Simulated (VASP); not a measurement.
# Ir (P6_3/mmc) in VASP: a series of runs

Ir is run at these levels: PBE; tasks: single point.

Program: VASP 6.6.1. These are calculated values, not measurements. Logs are shortened: lines on timing, memory, paths and dates and some standing lists are left out, and cuts for length are marked.

## 1. The cell of the first run

It takes space group P6_3/mmc (No. 194, hexagonal). Conventional cell: a = 2.693 Å, b = 2.693 Å, c = 4.362 Å, α = 90.00°, β = 90.00°, γ = 120.00°. Within 3.5 Å of Ir (site symmetry -6m2) lie 12 Ir at 2.68 to 2.69 Å.

This isn't the form of Ir at room conditions, which is fcc.

## 2. Single point, PBE (13.70 Å³/atom)

Contents of INCAR:

```
PREC = Accurate
ENCUT = 520
EDIFF = 1E-7
ISMEAR = -1
SIGMA = 0.03
LREAL = False
LASPH = True
NELM = 60
ALGO = Normal
ISIF = 2
LWAVE = False
LCHARG = False
GGA = PE
NBANDS = 16
```

Contents of KPOINTS:

```
regular mesh
0
Gamma
  15 15 8
```

Contents of POSCAR:

```
Ir
1.0
    2.6929325016      0.0000000000      0.0000000000
   -1.3464662508      2.3321479570      0.0000000000
    0.0000000000      0.0000000000      4.3615589678
Ir
2
Direct
    0.3333333333      0.6666666667      0.2500000000
    0.6666666667      0.3333333333      0.7500000000
```

Potentials or basis: VASP PAW PBE potentials, release 64 (Ir).

The run is started by

```sh
$ cat potpaw_PBE.64/Ir/POTCAR > POTCAR
$ mpirun -np 1 vasp_std > vasp.out
```

OUTCAR:

```text
PREC = Accurate
   ENCUT = 520
   EDIFF = 1E-7
   ISMEAR = -1
   LREAL = False
   LASPH = True
   NELM = 60
   ISIF = 2
   GGA = PE

 ion  position               nearest neighbor table
   1  0.333  0.667  0.250-   2 2.68   2 2.68   2 2.68   2 2.68   2 2.68   2 2.68
   2  0.667  0.333  0.750-   1 2.68   1 2.68   1 2.68   1 2.68   1 2.68   1 2.68

  LATTYP: Found a hexagonal cell.
 ALAT       =     2.6929325016
 C/A-ratio  =     1.6196317454

  Lattice vectors:

 A1 = (   2.6929325016,   0.0000000000,   0.0000000000)
 A2 = (  -1.3464662508,   2.3321479570,   0.0000000000)
 A3 = (   0.0000000000,   0.0000000000,   4.3615589678)

Analysis of symmetry for initial positions (statically):
=====================================================================
 Subroutine PRICEL returns:
 Original cell was already a primitive cell.

 Routine SETGRP: Setting up the symmetry group for a
 hexagonal supercell.

 Subroutine GETGRP returns: Found 24 space group operations
 (whereof 12 operations were pure point group operations)
 out of a pool of 24 trial point group operations.

The static configuration has the point symmetry D_3d.
 The point group associated with its full space group is D_6h.

Analysis of symmetry for dynamics (positions and initial velocities):
=====================================================================
 Subroutine PRICEL returns:
 Original cell was already a primitive cell.

 Routine SETGRP: Setting up the symmetry group for a
 hexagonal supercell.

 Subroutine GETGRP returns: Found 24 space group operations
 (whereof 12 operations were pure point group operations)
 out of a pool of 24 trial point group operations.

The dynamic configuration has the point symmetry D_3d.
 The point group associated with its full space group is D_6h.

 Subroutine INISYM returns: Found 24 space group operations
 (whereof 12 operations are pure point group operations),
 and found     1 'primitive' translations

----------------------------------------------------------------------------------------

                                     Primitive cell

  volume of cell :      27.3920

  direct lattice vectors                    reciprocal lattice vectors
     2.692932502  0.000000000  0.000000000     0.371342393  0.214394631  0.000000000
[... 77 lines left out ...]
   PREC   = accura    normal or accurate (medium, high low for compatibility)
   ISTART =      0    job   : 0-new  1-cont  2-samecut
   ICHARG =      2    charge: 1-file 2-atom 10-const
   ISPIN  =      1    spin polarized calculation?
   LNONCOLLINEAR =      F non collinear calculations
   LSORBIT =      F    spin-orbit coupling
   LASPH  =      T    aspherical Exc in radial PAW
   ENCUT  =  520.0 eV  38.22 Ry    6.18 a.u.   5.01  5.01  8.11*2*pi/ulx,y,z
   NELM   =     60;   NELMIN=  2; NELMDL= -5     # of ELM steps
   EDIFF  = 0.1E-06   stopping-criterion for ELM
   LREAL  =      F    real-space projection
   EDIFFG = 0.1E-05   stopping-criterion for IOM
   NSW    =      0    number of steps for IOM
   IBRION =     -1    ionic relax: 0-MD 1-quasi-New 2-CG
   NFREE  =      0    steps in history (QN), initial steepest desc. (CG)
   ISIF   =      2    stress and relaxation
   ISYM   =      2    0-nonsym 1-usesym 2-fastsym
   POTIM  = 0.5000    time-step for ionic-motion
   TEBEG  =    0.0;   TEEND  =   0.0 temperature during run
   PSTRESS=    0.0 pullay stress
   NELECT =      18.0000    total number of electrons
   NUPDOWN=      -1.0000    fix difference up-down
   EMIN   =  10.00;   EMAX   =-10.00  energy-range for DOS
   EFERMI =   0.00;   METHOD = LEGACY
   ISMEAR =    -1;   SIGMA  =   0.03  broadening in eV -4-tet -1-fermi 0-gaus
   EFERMI_NEDOS =   21; number of points for ismear=-14 and -15
   IALGO  =     38    algorithm
   IMIX   =      4    mixing-type and parameters
     AMIX     =   0.40;   BMIX     =  1.00
     AMIX_MAG =   1.60;   BMIX_MAG =  1.00
  volume/ion in A,a.u.               =      13.70        92.43
  Fermi-wavevector in a.u.,A,eV,Ry     =   1.423283  2.689615 27.561787  2.025734
  Thomas-Fermi vector in A             =   2.543897
   LORBIT       =      0    0 simple, 1 ext, 2 COOP (PROOUT), +10 PAW based schemes
   GGA     = PE    functional components
   LHFCALC =     F    Hartree Fock is set to
   AEXX    =    0.0000 exact exchange contribution
   IVDW    =     0    specifies the selected vdW correction
   LEPSILON=     F    determine dielectric tensor
   LRPA    =     F    only Hartree local field effects (RPA)
 non-spin polarized calculation
  energy-cutoff  :      520.00
  volume of cell :       27.39
 maximum number of plane-waves:       764
 NGX is ok and might be reduce to    20
   NGX =  9   NGY =  9   NGZ = 17

 number of electron      18.0000000 magnetization

 Free energy of the ion-electron system (eV)
  ---------------------------------------------------
  ext. energy  EPLUGINS =         0.00000000
  ---------------------------------------------------
  free energy    TOTEN  =       -17.42386266 eV

  energy without entropy =      -17.41585684  energy(sigma->0) =      -17.41985975

 E-fermi :  11.1131     XC(G=0): -14.1819

 val. band max:       11.1129114438   @ k =   0.2000   0.0667   0.3750
 cond. band min:      11.1134628717   @ k =   0.3333   0.1333   0.3750
 fundamental gap:      0.0005514279
 Fermi energy:        11.1131426205

 k-point     1 :       0.0000    0.0000    0.0000
  band No.  band energies     occupation
      1      -0.4945      2.00000
      2       2.5514      2.00000
      3       6.9575      2.00000
      4       7.0478      2.00000
      5       7.0478      2.00000
      6       7.7501      2.00000
[... 433 lines left out ...]
      3       4.2897      2.00000
      4       6.3779      2.00000
      5       6.4908      2.00000
      6       7.0641      2.00000
[... 8 lines left out ...]
     15      23.6383      0.00000
     16      24.6262      0.00000

 [... further k-points ...]
[... 5 lines left out ...]
  --------------------------------------------------------------------------------------
  -------------------------------------------------------------------------------------
  Total        4.3307482      4.3307482      4.4180596      0.0000000      0.0000000      0.0000000
  in kB      253.3087537    253.3087537    258.4156654      0.0000000      0.0000000      0.0000000
  external PRESSURE =     255.0110576 kB  Pullay stress =       0.0000000 kB

 VOLUME and BASIS-vectors are now :
 -----------------------------------------------------------------------------
  energy-cutoff  :      520.00
  volume of cell :       27.39
      direct lattice vectors                 reciprocal lattice vectors
     2.692932502  0.000000000  0.000000000     0.371342393  0.214394631  0.000000000
    -1.346466251  2.332147957  0.000000000     0.000000000  0.428789261  0.000000000
     0.000000000  0.000000000  4.361558968     0.000000000  0.000000000  0.229275818

 POSITION                                       TOTAL-FORCE (eV/Angst)
 -----------------------------------------------------------------------------------
     -0.00000      1.55477      1.09039         0.000000      0.000000      0.000000
      1.34647      0.77738      3.27117         0.000000     -0.000000      0.000000
 -----------------------------------------------------------------------------------
    total drift:                               -0.000000      0.000000     -0.000000

  FREE ENERGIE OF THE ION-ELECTRON SYSTEM (eV)
  ---------------------------------------------------
  free  energy   TOTEN  =       -17.4238626610 eV

  energy  without entropy=      -17.4158568432  energy(sigma->0) =      -17.41985975
```

OSZICAR:

```text
N       E                     dE             d eps       ncg     rms          rms(c)
DAV:   1     0.144481602787E+03    0.14448E+03   -0.85649E+03  4320   0.114E+03
DAV:   2    -0.147911976592E+02   -0.15927E+03   -0.14332E+03  4328   0.309E+02
DAV:   3    -0.184318221256E+02   -0.36406E+01   -0.35960E+01  6000   0.561E+01
DAV:   4    -0.184714972180E+02   -0.39675E-01   -0.39668E-01  4808   0.493E+00
DAV:   5    -0.184726228760E+02   -0.11257E-02   -0.11256E-02  6048   0.870E-01    0.242E+01
DAV:   6    -0.176221646401E+02    0.85046E+00   -0.96066E-01  5504   0.129E+01    0.104E+01
DAV:   7    -0.174362440092E+02    0.18592E+00   -0.36699E-01  5808   0.757E+00    0.200E+00
DAV:   8    -0.174260125222E+02    0.10231E-01   -0.72685E-03  4944   0.840E-01    0.638E-01
DAV:   9    -0.174238497493E+02    0.21628E-02   -0.32548E-03  5864   0.732E-01    0.206E-02
DAV:  10    -0.174238582956E+02   -0.85463E-05   -0.20328E-05  5712   0.372E-02    0.148E-02
DAV:  11    -0.174238628074E+02   -0.45118E-05   -0.26042E-06  5792   0.138E-02    0.152E-03
DAV:  12    -0.174238626939E+02    0.11351E-06   -0.96846E-08  4504   0.251E-03    0.105E-03
DAV:  13    -0.174238626610E+02    0.32893E-07   -0.14076E-08  3520   0.106E-03
   1 F= -.17423863E+02 E0= -.17419860E+02  d E =-.800582E-02
```

stdout:

```text
POSCAR found type information on POSCAR Ir
 POSCAR found :  1 types and       2 ions
 scaLAPACK will be used
 LDA part: xc-table for (Slater+PW92), standard interpolation
 POSCAR, INCAR and KPOINTS ok, starting setup
 FFT: planning ... GRIDC
 FFT: planning ... GRID_SOFT
 FFT: planning ... GRID
 WAVECAR not read
 entering main loop
```

Run time: 38 s. Hardware: 1 thread of Intel Xeon 8259CL, shared host; peak memory 0.18 GiB.

Results:

```yaml
Free_energy: -17.4239 eV
Pressure: 25.5 GPa
Band_gap_on_the_k_mesh: zero (bands 9 and 10 overlap by 3.48 eV)
```

Stress tensor (GPa, compression positive):
```
25.33  0.00  0.00
 0.00 25.33  0.00
 0.00  0.00 25.84
```

Caveat: the cell stands under pressure; spin-orbit coupling is left out, which moves the levels of the heavy elements.

(Continued in part 2 of 2.)
